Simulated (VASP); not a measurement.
# Na (P6_3/mmc) in VASP: further runs

Runs on Na. Level: PBE. Tasks: single point.

Program: VASP 6.6.1. These are calculated values, not measurements. Logs are shortened: lines on timing, memory, paths and dates and some standing lists are left out, and cuts for length are marked.

### Step 1. The cell of the first run

It takes space group P6_3/mmc (No. 194, hexagonal). Conventional cell: a = 3.603 Å, b = 3.603 Å, c = 12.434 Å, α = 90.00°, β = 90.00°, γ = 120.00°. Within 4.7 Å of Na (site symmetry -3m) lie 12 Na at 3.60 to 3.74 Å. Na (site symmetry -6m2) has 12 Na at 3.60 to 3.74 Å within 4.7 Å.

This isn't the form of Na at room conditions, which is bcc.

### Step 2. Single point, PBE (biaxial strain in the a-b plane: -4.0 %, then relaxed in part)

Contents of INCAR:

```
SYSTEM = Na
ALGO = Fast
EDIFF = 1E-6
ENCUT = 520
GGA = PE
ISIF = 2
ISMEAR = 0
LASPH = .True.
LCHARG = .False.
LREAL = .False.
LWAVE = .False.
NBANDS = 22
NELM = 60
PREC = Accurate
SIGMA = 0.1
```

Contents of KPOINTS:

```
k-points
0
Gamma
  18 18 6
  0 0 0
```

Contents of POSCAR:

```
Na
1.0
    3.6026279033      0.0000000000      0.0000000000
   -1.8013139517      3.1199672847      0.0000000000
    0.0000000000      0.0000000000     12.4340476454
Na
4
Direct
    0.0000000000      0.0000000000      0.0000000000
    0.3333333333      0.6666666667      0.2500000000
    0.0000000000      0.0000000000      0.5000000000
    0.6666666667      0.3333333333      0.7500000000
```

Potentials or basis: VASP PAW PBE potentials, release 64 (Na_pv).

The run is started by

```sh
cat potpaw_PBE.64/Na_pv/POTCAR > POTCAR
mpirun -np 1 vasp_std > vasp.out
```

OUTCAR:

```text
SYSTEM = Na
   EDIFF = 1E-6
   ENCUT = 520
   GGA = PE
   ISIF = 2
   ISMEAR = 0
   LASPH = .True.
   LREAL = .False.
   NELM = 60
   PREC = Accurate

 ion  position               nearest neighbor table
   1  0.000  0.000  0.000-
   2  0.333  0.667  0.250-
   3  0.000  0.000  0.500-
   4  0.667  0.333  0.750-

  LATTYP: Found a hexagonal cell.
 ALAT       =     3.6026279033
 C/A-ratio  =     3.4513827071

  Lattice vectors:

 A1 = (   3.6026279033,   0.0000000000,   0.0000000000)
 A2 = (  -1.8013139517,   3.1199672847,   0.0000000000)
 A3 = (   0.0000000000,   0.0000000000,  12.4340476454)

Analysis of symmetry for initial positions (statically):
=====================================================================
 Subroutine PRICEL returns:
 Original cell was already a primitive cell.

 Routine SETGRP: Setting up the symmetry group for a
 hexagonal supercell.

 Subroutine GETGRP returns: Found 24 space group operations
 (whereof 12 operations were pure point group operations)
 out of a pool of 24 trial point group operations.

The static configuration has the point symmetry D_3d.
 The point group associated with its full space group is D_6h.

Analysis of symmetry for dynamics (positions and initial velocities):
=====================================================================
 Subroutine PRICEL returns:
 Original cell was already a primitive cell.

 Routine SETGRP: Setting up the symmetry group for a
 hexagonal supercell.

 Subroutine GETGRP returns: Found 24 space group operations
 (whereof 12 operations were pure point group operations)
 out of a pool of 24 trial point group operations.

The dynamic configuration has the point symmetry D_3d.
 The point group associated with its full space group is D_6h.

 Subroutine INISYM returns: Found 24 space group operations
 (whereof 12 operations are pure point group operations),
 and found     1 'primitive' translations

----------------------------------------------------------------------------------------

                                     Primitive cell

  volume of cell :     139.7597

  direct lattice vectors                    reciprocal lattice vectors
[... 86 lines left out ...]
   LNONCOLLINEAR =      F non collinear calculations
   LSORBIT =      F    spin-orbit coupling
   LASPH  =      T    aspherical Exc in radial PAW
   ENCUT  =  520.0 eV  38.22 Ry    6.18 a.u.   6.70  6.70 23.12*2*pi/ulx,y,z
   NELM   =     60;   NELMIN=  2; NELMDL= -5     # of ELM steps
   EDIFF  = 0.1E-05   stopping-criterion for ELM
   LREAL  =      F    real-space projection
   EDIFFG = 0.1E-04   stopping-criterion for IOM
   NSW    =      0    number of steps for IOM
   IBRION =     -1    ionic relax: 0-MD 1-quasi-New 2-CG
   NFREE  =      0    steps in history (QN), initial steepest desc. (CG)
   ISIF   =      2    stress and relaxation
   ISYM   =      2    0-nonsym 1-usesym 2-fastsym
   POTIM  = 0.5000    time-step for ionic-motion
   TEBEG  =    0.0;   TEEND  =   0.0 temperature during run
   PSTRESS=    0.0 pullay stress
   NELECT =      28.0000    total number of electrons
   NUPDOWN=      -1.0000    fix difference up-down
   EMIN   =  10.00;   EMAX   =-10.00  energy-range for DOS
   EFERMI =   0.00;   METHOD = LEGACY
   ISMEAR =     0;   SIGMA  =   0.10  broadening in eV -4-tet -1-fermi 0-gaus
   EFERMI_NEDOS =   21; number of points for ismear=-14 and -15
   IALGO  =     68    algorithm
   IMIX   =      4    mixing-type and parameters
     AMIX     =   0.40;   BMIX     =  1.00
     AMIX_MAG =   1.60;   BMIX_MAG =  1.00
  volume/ion in A,a.u.               =      34.94       235.79
  Fermi-wavevector in a.u.,A,eV,Ry     =   0.957929  1.810224 12.485098  0.917629
  Thomas-Fermi vector in A             =   2.086991
   LORBIT       =      0    0 simple, 1 ext, 2 COOP (PROOUT), +10 PAW based schemes
   GGA     = PE    functional components
   LHFCALC =     F    Hartree Fock is set to
   AEXX    =    0.0000 exact exchange contribution
   IVDW    =     0    specifies the selected vdW correction
   LEPSILON=     F    determine dielectric tensor
   LRPA    =     F    only Hartree local field effects (RPA)
 non-spin polarized calculation
 RMM-DIIS sequential band-by-band and
 Gauss-broadening in eV      SIGMA  =   0.10
  energy-cutoff  :      520.00
  volume of cell :      139.76
 maximum number of plane-waves:      3803
 NGX is ok and might be reduce to    28
   NGX = 13   NGY = 13   NGZ = 47

 number of electron      28.0000016 magnetization

 Free energy of the ion-electron system (eV)
  ---------------------------------------------------
  ext. energy  EPLUGINS =         0.00000000
  ---------------------------------------------------
  free energy    TOTEN  =        -5.22785057 eV

  energy without entropy =       -5.21942480  energy(sigma->0) =       -5.22363769

 E-fermi :   0.5177     XC(G=0):  -6.6578

 val. band max:        0.5086514311   @ k =   0.0556   0.0556   0.1667
 cond. band min:       0.5382140250   @ k =   0.3333   0.1667   0.3333
 fundamental gap:      0.0295625939
 Fermi energy:         0.5177379824

 k-point     1 :       0.0000    0.0000    0.0000
  band No.  band energies     occupation
      1     -24.3891      2.00000
      2     -24.3707      2.00000
      3     -24.3705      2.00000
      4     -24.3575      2.00000
      5     -24.3574      2.00000
      6     -24.3553      2.00000
[... 589 lines left out ...]
     21       5.3644      0.00000
     22       5.5501      0.00000

 [... further k-points ...]

------------------------ aborting loop because EDIFF is reached ----------------------------------------

  FORCE on cell =-STRESS in cart. coord.  units (eV):
  Direction    XX          YY          ZZ          XY          YZ          ZX
  --------------------------------------------------------------------------------------
  -------------------------------------------------------------------------------------
  Total        0.6636200      0.6636200     -0.0253069     -0.0000000      0.0000000      0.0000000
  in kB        7.6076072      7.6076072     -0.2901131     -0.0000000      0.0000000      0.0000000
  external PRESSURE =       4.9750338 kB  Pullay stress =       0.0000000 kB

 VOLUME and BASIS-vectors are now :
 -----------------------------------------------------------------------------
  energy-cutoff  :      520.00
  volume of cell :      139.76
      direct lattice vectors                 reciprocal lattice vectors
     3.602627903  0.000000000  0.000000000     0.277575155  0.160258091  0.000000000
    -1.801313952  3.119967285  0.000000000     0.000000000  0.320516181  0.000000000
     0.000000000  0.000000000 12.434047645     0.000000000  0.000000000  0.080424334

 POSITION                                       TOTAL-FORCE (eV/Angst)
 -----------------------------------------------------------------------------------
      0.00000      0.00000      0.00000         0.000000      0.000000      0.000000
     -0.00000      2.07998      3.10851         0.000000     -0.000000     -0.000000
      0.00000      0.00000      6.21702         0.000000      0.000000      0.000000
      1.80131      1.03999      9.32554        -0.000000      0.000000     -0.000000
 -----------------------------------------------------------------------------------
    total drift:                                0.000000     -0.000000      0.000000

  FREE ENERGIE OF THE ION-ELECTRON SYSTEM (eV)
  ---------------------------------------------------
  free  energy   TOTEN  =        -5.2278505680 eV

  energy  without entropy=       -5.2194248040  energy(sigma->0) =       -5.22363769
```

Wall time 3.4 min (1 thread of Intel Xeon 6975P-C (Granite Rapids), shared host); peak memory 0.45 GiB.

What came out:

| Property | Result |
| --- | --- |
| Free energy | -5.2279 eV |
| Pressure | 0.5 GPa |
| Band gap on the k mesh | zero (bands 14 and 15 overlap by 4.08 eV) |

Stress tensor (GPa, compression positive):
```
 0.76  0.00  0.00
 0.00  0.76  0.00
 0.00  0.00 -0.03
```

Caveat: the cell differs from its parent crystal (biaxial strain in the a-b plane: -4.0 %, then relaxed in part).

### Step 3. Single point, PBE (biaxial strain in the a-b plane: -4.0 %)

Contents of INCAR:

```
PREC = Accurate
ENCUT = 520
EDIFF = 1E-6
ISMEAR = 0
SIGMA = 0.1
LREAL = False
LASPH = True
NELM = 60
ALGO = Fast
ISIF = 2
LWAVE = False
LCHARG = True
GGA = PE
LELF = True
LVHAR = True
NBANDS = 22
```

Contents of KPOINTS:

```
Automatic mesh
0
Gamma
  18 18 6
```

POSCAR is that of step 2.

Potentials or basis: VASP PAW PBE potentials, release 64 (Na_pv).

The run is started by

```sh
cat potpaw_PBE.64/Na_pv/POTCAR > POTCAR
mpirun -np 1 vasp_std > vasp.out
```

OUTCAR:

```text
PREC = Accurate
   ENCUT = 520
   EDIFF = 1E-6
   ISMEAR = 0
   LREAL = False
   LASPH = True
   NELM = 60
   ISIF = 2
   GGA = PE

 ion  position               nearest neighbor table
   1  0.000  0.000  0.000-
   2  0.333  0.667  0.250-
   3  0.000  0.000  0.500-
   4  0.667  0.333  0.750-

  LATTYP: Found a hexagonal cell.
 ALAT       =     3.6026279033
 C/A-ratio  =     3.4513827071

  Lattice vectors:

 A1 = (   3.6026279033,   0.0000000000,   0.0000000000)
 A2 = (  -1.8013139517,   3.1199672847,   0.0000000000)
 A3 = (   0.0000000000,   0.0000000000,  12.4340476454)

Analysis of symmetry for initial positions (statically):
=====================================================================
 Subroutine PRICEL returns:
 Original cell was already a primitive cell.

 Routine SETGRP: Setting up the symmetry group for a
 hexagonal supercell.

 Subroutine GETGRP returns: Found 24 space group operations
 (whereof 12 operations were pure point group operations)
[... 168 lines left out ...]
  free energy    TOTEN  =        -5.22785057 eV

  energy without entropy =       -5.21942480  energy(sigma->0) =       -5.22363769

 E-fermi :   0.5177     XC(G=0):  -6.6578

 val. band max:        0.5086514311   @ k =   0.0556   0.0556   0.1667
 cond. band min:       0.5382140250   @ k =   0.3333   0.1667   0.3333
 fundamental gap:      0.0295625939
 Fermi energy:         0.5177379824

 k-point     1 :       0.0000    0.0000    0.0000
  band No.  band energies     occupation
      1     -24.3891      2.00000
      2     -24.3707      2.00000
      3     -24.3705      2.00000
      4     -24.3575      2.00000
      5     -24.3574      2.00000
      6     -24.3553      2.00000
[... 589 lines left out ...]
     21       5.3644      0.00000
     22       5.5501      0.00000

 [... further k-points ...]

------------------------ aborting loop because EDIFF is reached ----------------------------------------

  FORCE on cell =-STRESS in cart. coord.  units (eV):
  Direction    XX          YY          ZZ          XY          YZ          ZX
  --------------------------------------------------------------------------------------
  -------------------------------------------------------------------------------------
  Total        0.6636200      0.6636200     -0.0253069     -0.0000000      0.0000000      0.0000000
  in kB        7.6076072      7.6076072     -0.2901131     -0.0000000      0.0000000      0.0000000
  external PRESSURE =       4.9750338 kB  Pullay stress =       0.0000000 kB

 VOLUME and BASIS-vectors are now :
 -----------------------------------------------------------------------------
  energy-cutoff  :      520.00
  volume of cell :      139.76
      direct lattice vectors                 reciprocal lattice vectors
     3.602627903  0.000000000  0.000000000     0.277575155  0.160258091  0.000000000
    -1.801313952  3.119967285  0.000000000     0.000000000  0.320516181  0.000000000
     0.000000000  0.000000000 12.434047645     0.000000000  0.000000000  0.080424334

 POSITION                                       TOTAL-FORCE (eV/Angst)
 -----------------------------------------------------------------------------------
      0.00000      0.00000      0.00000         0.000000      0.000000      0.000000
     -0.00000      2.07998      3.10851         0.000000     -0.000000     -0.000000
      0.00000      0.00000      6.21702         0.000000      0.000000      0.000000
      1.80131      1.03999      9.32554        -0.000000      0.000000     -0.000000
 -----------------------------------------------------------------------------------
    total drift:                                0.000000     -0.000000      0.000000

  FREE ENERGIE OF THE ION-ELECTRON SYSTEM (eV)
  ---------------------------------------------------
  free  energy   TOTEN  =        -5.2278505680 eV

  energy  without entropy=       -5.2194248040  energy(sigma->0) =       -5.22363769
```

stdout:

```text
POSCAR found type information on POSCAR Na
 POSCAR found :  1 types and       4 ions
 scaLAPACK will be used
 LDA part: xc-table for (Slater+PW92), standard interpolation
 POSCAR, INCAR and KPOINTS ok, starting setup
 FFT: planning ... GRIDC
 FFT: planning ... GRID_SOFT
 FFT: planning ... GRID
 WAVECAR not read
 entering main loop
```

It took 3.3 min on 1 thread of Intel Xeon 6975P-C (Granite Rapids), shared host; peak memory 0.46 GiB.

What came out:

```yaml
Free_energy: -5.2279 eV
Pressure: 0.5 GPa
Band_gap_on_the_k_mesh: zero (bands 14 and 15 overlap by 4.08 eV)
```

Levels at points of the mesh, in eV from the Fermi level:
| k point | band 12 | band 13 | band 14 | band 15 | band 16 | band 17 |
| --- | --- | --- | --- | --- | --- | --- |
| (0.00, 0.00, 0.00) | -24.87 | -3.42 | -2.42 | -2.42 | 0.30 | 0.68 |
| (0.50, 0.00, 0.00) | -24.88 | 0.38 | 0.46 | 1.13 | 1.24 | 1.57 |
| (0.00, 0.00, 0.50) | -24.87 | -3.17 | -3.17 | -1.20 | -1.20 | 2.60 |
| (0.50, 0.00, 0.50) | -24.88 | 0.56 | 0.56 | 0.76 | 0.76 | 2.46 |

Caveat: the cell differs from its parent crystal (biaxial strain in the a-b plane: -4.0 %).

The gap in the log of VASP goes by the Fermi energy; the results here count the filled bands.